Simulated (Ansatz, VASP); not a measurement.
Hg in VASP and in Ansatz

Contents of INCAR:

```
SYSTEM = Hg
PREC = Accurate
ENCUT = 520
EDIFF = 1E-6
ISMEAR = 0
SIGMA = 0.15
LREAL = .FALSE.
LASPH = .TRUE.
NELM = 60
ALGO = Fast
ISIF = 2
LWAVE = .FALSE.
LCHARG = .FALSE.
GGA = PS
NBANDS = 12
```

Contents of KPOINTS:

```
Automatic mesh
0
G
  18 18 18
  0 0 0
```

POSCAR

```
Hg
1.0
   -2.0386495750      2.0386495750      1.8022580000
    2.0386495750     -2.0386495750      1.8022580000
    2.0386495750      2.0386495750     -1.8022580000
Hg
1
Direct
    0.0000000000      0.0000000000      0.0000000000
```

Input for Ansatz:

```yaml
crystal:
  lattice:
    - [-2.038649575, 2.038649575, 1.802258]
    - [2.038649575, -2.038649575, 1.802258]
    - [2.038649575, 2.038649575, -1.802258]
  atoms:
    - { symbol: Hg, position: [0.0, 0.0, 0.0] }
basis:
  ecutwfc: 420
kpoints:
  mp_grid: { grid: [18, 18, 18] }
hamiltonian:
  xc: pbesol
scf:
  occupations: { method: gaussian, width: 0.15 }
output:
  forces: true
  stress: true
  eigenvalues: true
```

Change from the starting cell: strain -0.015 along x and y, +0.000 along z, atoms carried along.

Alike in both runs: task single point; functional PBEsol; k mesh 18 × 18 × 18; occupations gaussian, width 0.15 eV; no spin polarisation.

|  | VASP | Ansatz |
| --- | --- | --- |
| version | VASP 6.6.1 | Ansatz 0.2.0 |
| potentials or method | VASP PAW PBE potentials, release 64 (Hg), cutoff 520 eV | scalar-relativistic, plane waves, PAW |
| valence electrons in the cell | 12 | 20 |

|  | VASP | Ansatz | Ansatz less VASP |
| --- | --- | --- | --- |
| gap on the k mesh at the Fermi level (eV) | none | none | - |
| pressure (GPa) | -3.1 | -3.2 | -0.10 |
| traceless stress, the component that is largest in VASP (GPa) | 0.10 | 0.09 | -0.003 |

VASP's potentials were made for PBE, not for PBEsol. A gap of «none» marks a metal or a gap that the smearing closes. With one functional, cell and mesh, what is left measures potentials, basis and numerics. VASP's potentials hold 12 valence electrons a cell and Ansatz's 20, so a difference there can come from the potentials and not from the codes.

Spin-orbit coupling is off throughout.
